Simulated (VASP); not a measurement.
# GaSb (I-4m2) in VASP: further runs

Runs on GaSb. Level: LDA. Tasks: single point.

Program: VASP 6.6.1. These are calculated values, not measurements. Logs are shortened: lines on timing, memory, paths and dates and some standing lists are left out, and cuts for length are marked.

## (1) The cell of the first run

It takes space group I-4m2 (No. 119, tetragonal). Conventional cell: a = 4.234 Å, b = 4.234 Å, c = 6.387 Å, α = 90.00°, β = 90.00°, γ = 90.00°. Within 3.5 Å of Ga (site symmetry -4m2) lie 4 Sb at 2.65 Å. Sb (site symmetry -4m2) has 4 Ga at 2.65 Å within 3.5 Å.

## (2) Single point, LDA

Contents of INCAR:

```
ALGO = Normal
EDIFF = 1E-6
ENCUT = 500
GGA = CA
GGA_COMPAT = F
ISIF = 2
ISMEAR = 0
LASPH = T
LCHARG = F
LREAL = F
LWAVE = F
NBANDS = 16
NELM = 120
PREC = Accurate
SIGMA = 0.02
```

Contents of KPOINTS:

```
k-points
0
Gamma
  5 5 5
```

Contents of POSCAR:

```
GaSb
1.0
    0.0000000000      2.9938950286      3.1934880305
    2.9938950286      0.0000000000      3.1934880305
    2.9938950286      2.9938950286      0.0000000000
Ga Sb
1 1
Direct
    0.0000000000      0.0000000000      0.0000000000
    0.2500000000      0.2500000000      0.2500000000
```

Potentials or basis: VASP PAW LDA potentials, release 64 (Ga_d, Sb).

On the command line:

```
$ cat potpaw_LDA.64/Ga_d/POTCAR potpaw_LDA.64/Sb/POTCAR > POTCAR
$ mpirun -np 1 vasp_std > vasp.out
```

OUTCAR:

```text
EDIFF = 1E-6
   ENCUT = 500
   GGA = CA
   ISIF = 2
   ISMEAR = 0
   LASPH = T
   LREAL = F
   NELM = 120
   PREC = Accurate

 ion  position               nearest neighbor table
   1  0.000  0.000  0.000-   2 2.65   2 2.65   2 2.65   2 2.65
   2  0.250  0.250  0.250-   1 2.65   1 2.65   1 2.65   1 2.65

  LATTYP: Found a body centered tetragonal cell.
 ALAT       =     4.2340069538
 C/A-ratio  =     1.5084944665

  Lattice vectors:

 A1 = (  -2.9938950286,   0.0000000000,   3.1934880305)
 A2 = (   2.9938950286,   0.0000000000,   3.1934880305)
 A3 = (   0.0000000000,   2.9938950286,  -3.1934880305)

Analysis of symmetry for initial positions (statically):
=====================================================================
 Subroutine PRICEL returns:
 Original cell was already a primitive cell.

 Routine SETGRP: Setting up the symmetry group for a
 body centered tetragonal supercell.

 Subroutine GETGRP returns: Found  8 space group operations
 (whereof  8 operations were pure point group operations)
 out of a pool of 16 trial point group operations.

The static configuration has the point symmetry D_2d.

Analysis of symmetry for dynamics (positions and initial velocities):
=====================================================================
 Subroutine PRICEL returns:
 Original cell was already a primitive cell.

 Routine SETGRP: Setting up the symmetry group for a
 body centered tetragonal supercell.

 Subroutine GETGRP returns: Found  8 space group operations
 (whereof  8 operations were pure point group operations)
 out of a pool of 16 trial point group operations.

The dynamic configuration has the point symmetry D_2d.

 Subroutine INISYM returns: Found  8 space group operations
 (whereof  8 operations are pure point group operations),
 and found     1 'primitive' translations

----------------------------------------------------------------------------------------

                                     Primitive cell

  volume of cell :      57.2491

  direct lattice vectors                    reciprocal lattice vectors
     0.000000000  2.993895029  3.193488031    -0.167006523  0.167006523  0.156568616
     2.993895029  0.000000000  3.193488031     0.167006523 -0.167006523  0.156568616
     2.993895029  2.993895029  0.000000000     0.167006523  0.167006523 -0.156568616

  length of vectors
     4.377416275  4.377416275  4.234006954     0.283365646  0.283365646  0.283365646

  position of ions in fractional coordinates (direct lattice)
     0.000000000  0.000000000  0.000000000
     0.250000000  0.250000000  0.250000000

  ion indices of the primitive-cell ions
   primitive index   ion index
                 1           1
                 2           2

----------------------------------------------------------------------------------------

 KPOINTS: k-points

Automatic generation of k-mesh.
 Grid dimensions read from file:
 generate k-points for:    5    5    5

 Generating k-lattice:

  Cartesian coordinates                     Fractional coordinates (reciprocal lattice)
    -0.033401305  0.033401305  0.031313723     0.200000000 -0.000000000  0.000000000
     0.033401305 -0.033401305  0.031313723    -0.000000000  0.200000000  0.000000000
     0.033401305  0.033401305 -0.031313723     0.000000000  0.000000000  0.200000000

  Length of vectors
     0.056673129  0.056673129  0.056673129

  Shift w.r.t. Gamma in fractional coordinates (k-lattice)
     0.000000000  0.000000000  0.000000000

 Subroutine IBZKPT returns following result:
 ===========================================

 Found     18 irreducible k-points:

 Following reciprocal coordinates:
            Coordinates               Weight
  0.000000  0.000000  0.000000      1.000000
  0.200000  0.000000  0.000000      8.000000
  0.400000  0.000000  0.000000      8.000000
  0.200000  0.200000  0.000000      2.000000
  0.400000  0.200000  0.000000      8.000000
 -0.400000  0.200000  0.000000      8.000000
[... 10 lines left out ...]
 -0.400000 -0.000000  0.400000      8.000000
 -0.400000  0.200000  0.400000      8.000000
   k-points           NKPTS =     18   k-points in BZ     NKDIM =     18   number of bands    NBANDS=     16
   number of dos      NEDOS =    301   number of ions     NIONS =      2
   total plane-waves  NPLWV =  32768
   dimension x,y,z NGX =    32 NGY =   32 NGZ =   32
   dimension x,y,z NGXF=    64 NGYF=   64 NGZF=   64
   ions per type =               1   1
   NGX,Y,Z   is equivalent  to a cutoff of  12.15, 12.15, 12.56 a.u.
   NGXF,Y,Z  is equivalent  to a cutoff of  24.31, 24.31, 25.13 a.u.
 SYSTEM =  unknown system
   PREC   = accura    normal or accurate (medium, high low for compatibility)
   ISTART =      0    job   : 0-new  1-cont  2-samecut
   ICHARG =      2    charge: 1-file 2-atom 10-const
   ISPIN  =      1    spin polarized calculation?
   LNONCOLLINEAR =      F non collinear calculations
   LSORBIT =      F    spin-orbit coupling
   LASPH  =      T    aspherical Exc in radial PAW
   ENCUT  =  500.0 eV  36.75 Ry    6.06 a.u.   7.98  7.98  7.72*2*pi/ulx,y,z
   NELM   =    120;   NELMIN=  2; NELMDL= -5     # of ELM steps
   EDIFF  = 0.1E-05   stopping-criterion for ELM
   LREAL  =      F    real-space projection
   EDIFFG = 0.1E-04   stopping-criterion for IOM
   NSW    =      0    number of steps for IOM
   IBRION =     -1    ionic relax: 0-MD 1-quasi-New 2-CG
   NFREE  =      0    steps in history (QN), initial steepest desc. (CG)
   ISIF   =      2    stress and relaxation
   ISYM   =      2    0-nonsym 1-usesym 2-fastsym
   POTIM  = 0.5000    time-step for ionic-motion
   TEBEG  =    0.0;   TEEND  =   0.0 temperature during run
   PSTRESS=    0.0 pullay stress
   NELECT =      18.0000    total number of electrons
   NUPDOWN=      -1.0000    fix difference up-down
   EMIN   =  10.00;   EMAX   =-10.00  energy-range for DOS
   EFERMI =   0.00;   METHOD = LEGACY
   ISMEAR =     0;   SIGMA  =   0.02  broadening in eV -4-tet -1-fermi 0-gaus
   EFERMI_NEDOS =   21; number of points for ismear=-14 and -15
   IALGO  =     38    algorithm
   IMIX   =      4    mixing-type and parameters
     AMIX     =   0.40;   BMIX     =  1.00
     AMIX_MAG =   1.60;   BMIX_MAG =  1.00
  volume/ion in A,a.u.               =      28.62       193.17
  Fermi-wavevector in a.u.,A,eV,Ry     =   1.113208  2.103657 16.860766  1.239231
  Thomas-Fermi vector in A             =   2.249790
   LORBIT       =      0    0 simple, 1 ext, 2 COOP (PROOUT), +10 PAW based schemes
   GGA     = CA    functional components
   LHFCALC =     F    Hartree Fock is set to
   AEXX    =    0.0000 exact exchange contribution
   IVDW    =     0    specifies the selected vdW correction
   LEPSILON=     F    determine dielectric tensor
   LRPA    =     F    only Hartree local field effects (RPA)
 non-spin polarized calculation
 Gauss-broadening in eV      SIGMA  =   0.02
  energy-cutoff  :      500.00
  volume of cell :       57.25
 maximum number of plane-waves:      1468
   NGX = 15   NGY = 15   NGZ = 15

 number of electron      17.9999989 magnetization

 Free energy of the ion-electron system (eV)
  ---------------------------------------------------
  ext. energy  EPLUGINS =         0.00000000
  ---------------------------------------------------
  free energy    TOTEN  =        -8.56372604 eV

  energy without entropy =       -8.56354550  energy(sigma->0) =       -8.56363577

 E-fermi :   4.8316     XC(G=0):  -9.3937

 val. band max:        4.8316196087   @ k =   0.0000   0.0000   0.0000
 cond. band min:       4.8316197181   @ k =   0.0000   0.0000   0.0000
 fundamental gap:      0.0000001094
 Fermi energy:         4.8316196634

 k-point     1 :       0.0000    0.0000    0.0000
  band No.  band energies     occupation
      1     -10.4651      2.00000
      2     -10.4573      2.00000
      3     -10.4573      2.00000
      4     -10.4145      2.00000
      5     -10.4093      2.00000
      6      -6.8138      2.00000
[... 8 lines left out ...]
     15      12.6381      0.00000
     16      13.2719      0.00000

 k-point     2 :       0.2000    0.0000    0.0000
  band No.  band energies     occupation
      1     -10.4699      2.00000
      2     -10.4578      2.00000
      3     -10.4533      2.00000
      4     -10.4153      2.00000
      5     -10.4090      2.00000
      6      -6.4119      2.00000
[... 8 lines left out ...]
     15      12.1090      0.00000
     16      12.4298      0.00000

 k-point     3 :       0.4000    0.0000    0.0000
  band No.  band energies     occupation
      1     -10.4842      2.00000
      2     -10.4527      2.00000
      3     -10.4479      2.00000
      4     -10.4157      2.00000
      5     -10.4075      2.00000
      6      -5.4475      2.00000
[... 8 lines left out ...]
     15      13.3409      0.00000
     16      13.7484      0.00000

 k-point     4 :       0.2000    0.2000    0.0000
  band No.  band energies     occupation
      1     -10.4796      2.00000
      2     -10.4495      2.00000
      3     -10.4495      2.00000
      4     -10.4136      2.00000
      5     -10.4113      2.00000
      6      -6.3102      2.00000
[... 8 lines left out ...]
     15      12.4347      0.00000
     16      14.2341      0.00000
[... 210 lines left out ...]
 k-point    16 :       0.4000    0.0000    0.4000
  band No.  band energies     occupation
      1     -10.4997      2.00000
      2     -10.4400      2.00000
      3     -10.4381      2.00000
      4     -10.4255      2.00000
      5     -10.4053      2.00000
      6      -4.7898      2.00000
[... 8 lines left out ...]
     15      15.2374      0.00000
     16      15.8736      0.00000

 k-point    17 :      -0.4000   -0.0000    0.4000
  band No.  band energies     occupation
      1     -10.4997      2.00000
      2     -10.4405      2.00000
      3     -10.4385      2.00000
      4     -10.4237      2.00000
      5     -10.4063      2.00000
      6      -4.3267      2.00000
[... 8 lines left out ...]
     15      14.0353      0.00000
     16      16.3279      0.00000

 k-point    18 :      -0.4000    0.2000    0.4000
  band No.  band energies     occupation
      1     -10.4954      2.00000
      2     -10.4452      2.00000
      3     -10.4397      2.00000
      4     -10.4218      2.00000
      5     -10.4070      2.00000
      6      -4.5957      2.00000
[... 8 lines left out ...]
     15      14.4845      0.00000
     16      16.6475      0.00000

------------------------ aborting loop because EDIFF is reached ----------------------------------------

  FORCE on cell =-STRESS in cart. coord.  units (eV):
  Direction    XX          YY          ZZ          XY          YZ          ZX
  --------------------------------------------------------------------------------------
  -------------------------------------------------------------------------------------
  Total       -0.0986461     -0.0986461     -1.2638307      0.0000000      0.0000000      0.0000000
  in kB       -2.7607170     -2.7607170    -35.3696738      0.0000000      0.0000000      0.0000000
  external PRESSURE =     -13.6303693 kB  Pullay stress =       0.0000000 kB

 VOLUME and BASIS-vectors are now :
 -----------------------------------------------------------------------------
  energy-cutoff  :      500.00
  volume of cell :       57.25
      direct lattice vectors                 reciprocal lattice vectors
     0.000000000  2.993895029  3.193488031    -0.167006523  0.167006523  0.156568616
     2.993895029  0.000000000  3.193488031     0.167006523 -0.167006523  0.156568616
     2.993895029  2.993895029  0.000000000     0.167006523  0.167006523 -0.156568616

 POSITION                                       TOTAL-FORCE (eV/Angst)
 -----------------------------------------------------------------------------------
      0.00000      0.00000      0.00000        -0.000000     -0.000000     -0.000000
      1.49695      1.49695      1.59674         0.000000      0.000000      0.000000
 -----------------------------------------------------------------------------------
    total drift:                                0.000000      0.000000     -0.000000

  FREE ENERGIE OF THE ION-ELECTRON SYSTEM (eV)
  ---------------------------------------------------
  free  energy   TOTEN  =        -8.5637260380 eV

  energy  without entropy=       -8.5635454974  energy(sigma->0) =       -8.56363577
```

It took 4.6 s on 1 thread of Intel Xeon 6975P-C (Granite Rapids), shared host; peak memory 0.15 GiB.

What came out:

- Free energy: -8.5637 eV
- Pressure: -1.4 GPa
- Band gap on the k mesh: zero (filled and empty bands touch)

Caveat: spin-orbit coupling is left out, which moves the levels of the heavy elements.

## (3) Single point, LDA

Contents of INCAR:

```
SYSTEM = GaSb
PREC = Accurate ; ENCUT = 500
EDIFF = 1E-6 ; ISMEAR = 0
SIGMA = 0.02 ; LREAL = .False.
LASPH = .True. ; NELM = 120
ALGO = Normal ; ISIF = 2
LWAVE = .False. ; LCHARG = .False.
NBANDS = 16 ; GGA_COMPAT = .False.
```

Contents of KPOINTS:

```
regular mesh
0
Gamma
  5 5 5
  0 0 0
```

Contents of POSCAR:

```
GaSb
1.0
    0.0000000000      2.9633429475      3.2596772423
    2.9633429475      0.0000000000      3.2596772423
    2.9633429475      2.9633429475      0.0000000000
Ga Sb
1 1
Direct
    0.0000000000      0.0000000000      0.0000000000
    0.2500000000      0.2500000000      0.2500000000
```

Potentials or basis: VASP PAW LDA potentials, release 64 (Ga_d, Sb).

On the command line:

```
$ cat potpaw_LDA.64/Ga_d/POTCAR potpaw_LDA.64/Sb/POTCAR > POTCAR
$ mpirun -np 1 vasp_std > vasp.out
```

OUTCAR:

```text
SYSTEM = GaSb
   PREC = Accurate
   ENCUT = 500
   EDIFF = 1E-6
   ISMEAR = 0
   LREAL = .False.
   LASPH = .True.
   NELM = 120
   ISIF = 2

 ion  position               nearest neighbor table
   1  0.000  0.000  0.000-   2 2.65   2 2.65   2 2.65   2 2.65
   2  0.250  0.250  0.250-   1 2.65   1 2.65   1 2.65   1 2.65

  LATTYP: Found a body centered tetragonal cell.
 ALAT       =     4.1907997863
 C/A-ratio  =     1.5556349186

  Lattice vectors:

 A1 = (  -2.9633429475,   0.0000000000,   3.2596772423)
 A2 = (   2.9633429475,   0.0000000000,   3.2596772423)
 A3 = (   0.0000000000,   2.9633429475,  -3.2596772423)

Analysis of symmetry for initial positions (statically):
=====================================================================
 Subroutine PRICEL returns:
 Original cell was already a primitive cell.

 Routine SETGRP: Setting up the symmetry group for a
 body centered tetragonal supercell.

 Subroutine GETGRP returns: Found  8 space group operations
 (whereof  8 operations were pure point group operations)
 out of a pool of 16 trial point group operations.

The static configuration has the point symmetry D_2d.

Analysis of symmetry for dynamics (positions and initial velocities):
[... 151 lines left out ...]

 E-fermi :   4.9034     XC(G=0):  -9.3976

 val. band max:        4.4928095604   @ k =   0.0000   0.0000   0.0000
 cond. band min:       4.9037152551   @ k =   0.0000   0.0000   0.0000
 fundamental gap:      0.4109056947
 Fermi energy:         4.9033599653

 k-point     1 :       0.0000    0.0000    0.0000
  band No.  band energies     occupation
      1     -10.4685      2.00000
      2     -10.4570      2.00000
      3     -10.4570      2.00000
      4     -10.4172      2.00000
      5     -10.4104      2.00000
      6      -6.8045      2.00000
[... 319 lines left out ...]
      3     -10.4408      2.00000
      4     -10.4253      2.00000
      5     -10.4070      2.00000
      6      -4.5621      2.00000
[... 8 lines left out ...]
     15      14.7439      0.00000
     16      16.6543      0.00000

------------------------ aborting loop because EDIFF is reached ----------------------------------------

  FORCE on cell =-STRESS in cart. coord.  units (eV):
  Direction    XX          YY          ZZ          XY          YZ          ZX
  --------------------------------------------------------------------------------------
  -------------------------------------------------------------------------------------
  Total        0.1091284      0.1091284     -1.7212646      0.0000000      0.0000000      0.0000000
  in kB        3.0540760      3.0540760    -48.1714576      0.0000000      0.0000000      0.0000000
  external PRESSURE =     -14.0211019 kB  Pullay stress =       0.0000000 kB

 VOLUME and BASIS-vectors are now :
 -----------------------------------------------------------------------------
  energy-cutoff  :      500.00
  volume of cell :       57.25
      direct lattice vectors                 reciprocal lattice vectors
     0.000000000  2.963342948  3.259677242    -0.168728361  0.168728361  0.153389420
     2.963342948  0.000000000  3.259677242     0.168728361 -0.168728361  0.153389420
     2.963342948  2.963342948  0.000000000     0.168728361  0.168728361 -0.153389420

 POSITION                                       TOTAL-FORCE (eV/Angst)
 -----------------------------------------------------------------------------------
      0.00000      0.00000      0.00000         0.000000      0.000000      0.000000
      1.48167      1.48167      1.62984        -0.000000     -0.000000     -0.000000
 -----------------------------------------------------------------------------------
    total drift:                                0.000000      0.000000      0.000001

  FREE ENERGIE OF THE ION-ELECTRON SYSTEM (eV)
  ---------------------------------------------------
  free  energy   TOTEN  =        -8.5330749152 eV

  energy  without entropy=       -8.5328803537  energy(sigma->0) =       -8.53297763
```

OSZICAR:

```text
N       E                     dE             d eps       ncg     rms          rms(c)
DAV:   1     0.801274015237E+02    0.80127E+02   -0.85446E+03   584   0.132E+03
DAV:   2    -0.206374890381E+01   -0.82191E+02   -0.78951E+02   680   0.293E+02
DAV:   3    -0.853980059219E+01   -0.64761E+01   -0.64625E+01   696   0.650E+01
DAV:   4    -0.865753918050E+01   -0.11774E+00   -0.11772E+00   736   0.993E+00
DAV:   5    -0.866028732545E+01   -0.27481E-02   -0.27481E-02   728   0.138E+00    0.327E+00
DAV:   6    -0.856939173947E+01    0.90896E-01   -0.76999E-02   864   0.418E+00    0.190E+00
DAV:   7    -0.853335096353E+01    0.36041E-01   -0.49898E-02   664   0.168E+00    0.311E-01
DAV:   8    -0.853298740028E+01    0.36356E-03   -0.49193E-03   688   0.782E-01    0.102E-01
DAV:   9    -0.853308040741E+01   -0.93007E-04   -0.38282E-04   792   0.169E-01    0.382E-02
DAV:  10    -0.853307228831E+01    0.81191E-05   -0.16628E-05   720   0.323E-02    0.128E-02
DAV:  11    -0.853307495424E+01   -0.26659E-05   -0.47162E-06   672   0.197E-02    0.604E-03
DAV:  12    -0.853307491520E+01    0.39039E-07   -0.20978E-07   408   0.346E-03
   1 F= -.85330749E+01 E0= -.85329776E+01  d E =-.194561E-03
```

Wall time 4.7 s (1 thread of Intel Xeon 6975P-C (Granite Rapids), shared host); peak memory 0.15 GiB.

Results:

- Free energy: -8.5331 eV
- Pressure: -1.4 GPa
- Band gap on the k mesh: zero (filled and empty bands touch)

Levels at points of the mesh, in eV from the Fermi level:
```csv
k point,band 7,band 8,band 9,band 10,band 11,band 12
"(0.00, 0.00, 0.00)",-0.63,-0.41,0.00,0.00,2.49,2.49
```

Caveat: spin-orbit coupling is left out, which moves the levels of the heavy elements.
